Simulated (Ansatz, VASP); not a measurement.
# Zn in VASP and in Ansatz

```xyz
3
Lattice="2.2682 -1.3085 0.0000 2.2682 1.3085 0.0000 -1.5917 0.0000 7.3004" Properties=species:S:1:pos:R:3 pbc="T T T"
Zn    0.0000    0.0000    0.0000
Zn   -0.0523    0.0000    4.8584
Zn    2.9969    0.0000    2.4420
```

Alike in both runs: task relaxation of cell and atoms; functional PBE; k mesh 18 × 18 × 6; occupations gaussian, width 0.1 eV; no spin polarisation.

```csv
,VASP,Ansatz
version,VASP 6.6.1,Ansatz 0.2.0
potentials or method,"VASP PAW PBE potentials, release 64 (Zn), cutoff 600 eV","scalar-relativistic, plane waves, PAW"
valence electrons in the cell,36,36
```

VASP gave:

| Item | Value |
| --- | --- |
| gap on the k mesh at the Fermi level, each at its own relaxed structure (eV) | none |
| relaxed volume (Å³/atom) | 15.45 |
| relaxed length of the cell vector where the two differ most in proportion (Å) | 2.637 |

What did Ansatz give for the same quantities?

gap on the k mesh at the Fermi level, each at its own relaxed structure (eV): none; relaxed volume (Å³/atom): 15.39; relaxed length of the cell vector where the two differ most in proportion (Å): 2.631.

A gap of «none» marks a metal or a gap that the smearing closes.
